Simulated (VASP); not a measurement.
A run of VASP 6.6.1 is set up as follows.

File INCAR:

```
SYSTEM = Ti
PREC = Accurate
ENCUT = 520
EDIFF = 1E-6
ISMEAR = 0
SIGMA = 0.15
LREAL = .FALSE.
LASPH = .TRUE.
NELM = 100
ALGO = Fast
ISIF = 2
LWAVE = .FALSE.
LCHARG = .TRUE.
GGA = PE
LELF = .TRUE.
LVHAR = .TRUE.
NBANDS = 12
```

The input KPOINTS:

```
Automatic mesh
0
G
  22 22 22
  0 0 0
```

POSCAR

```
Ti
1.0
   -1.3839832234      1.3839832234      2.0109276236
    1.3839832234     -1.3839832234      2.0109276236
    1.3839832234      1.3839832234     -2.0109276236
Ti
1
Direct
    0.0000000000      0.0000000000      0.0000000000
```

Potentials or basis: VASP PAW PBE potentials, release 64 (Ti_sv).

Command:

```console
$ cat potpaw_PBE.64/Ti_sv/POTCAR > POTCAR
$ mpirun -np 1 vasp_std > vasp.out
```

(1) Predict the band gap on the k mesh.

(2) Predict the pressure.

Answers

(1) zero (band 6 reaches 10.43 eV, above the bottom of band 7 at 8.98 eV).

(2) 15.5 GPa.
